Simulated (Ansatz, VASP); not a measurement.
**LiF in VASP and in Ansatz**

The input INCAR:

```
SYSTEM = LiF
ALGO = Normal ; EDIFF = 1E-6
ENCUT = 520 ; GGA = CA
ISIF = 2 ; ISMEAR = 0
LASPH = .TRUE. ; LCHARG = .TRUE.
LELF = .TRUE. ; LREAL = .FALSE.
LVHAR = .TRUE. ; LWAVE = .FALSE.
NBANDS = 18 ; NELM = 60
PREC = Accurate ; SIGMA = 0.05
```

KPOINTS

```
k-points
0
G
  9 9 6
  0 0 0
```

POSCAR

```
LiF
1.0
    3.1154738578      0.0000000000      0.0000000000
   -1.5577369289      2.6980795057      0.0000000000
    0.0000000000      0.0000000000      4.4071493192
Li F
2 2
Direct
    0.3333333333      0.6666666667      0.4214111656
    0.6666666667      0.3333333333      0.9214111656
    0.3333333333      0.6666666667      0.9910195924
    0.6666666667      0.3333333333      0.4910195924
```

Input for Ansatz:

```yaml
crystal:
  lattice:
    - [3.1154738578, 0.0, 0.0]
    - [-1.5577369289, 2.6980795057, 0.0]
    - [0.0, 0.0, 4.4071493192]
  atoms:
    - { symbol: Li, position: [0.3333333333, 0.6666666667, 0.4214111656] }
    - { symbol: Li, position: [0.6666666667, 0.3333333333, 0.9214111656] }
    - { symbol: F, position: [0.3333333333, 0.6666666667, 0.9910195924] }
    - { symbol: F, position: [0.6666666667, 0.3333333333, 0.4910195924] }
basis:
  ecutwfc: 520.0
kpoints:
  mp_grid: { grid: [9, 9, 6] }
hamiltonian:
  xc: lda
scf:
  occupations: { method: gaussian, width: 0.05 }
output:
  forces: true
  stress: true
  eigenvalues: true
```

Alike in both runs: task single point; functional LDA; k mesh 9 × 9 × 6; occupations gaussian, width 0.05 eV; no spin polarisation.

```csv
,VASP,Ansatz
version,VASP 6.6.1,Ansatz 0.2.0
potentials or method,"VASP PAW LDA potentials, release 64 (Li_sv, F), cutoff 520 eV","scalar-relativistic, plane waves, PAW"
valence electrons in the cell,20,20
```

|  | VASP | Ansatz | Ansatz less VASP |
| --- | --- | --- | --- |
| gap on the k mesh at the Fermi level (eV) | 7.59 | 7.60 | +0.014 |
| least direct gap on the mesh (eV) | 7.59 | 7.60 | +0.014 |
| rms of the force components (eV/Å) | 0.040 | 0.042 | +0.0022 |

LDA's correlation is that of Perdew and Zunger in VASP and of Perdew and Wang (1992) in Ansatz. Atom by atom the forces differ by 0.002 eV/Å (rms over components).

Noted on VASP's run: the cutoff is under 1.25 times that of the potentials, so the pressure is a little rough.
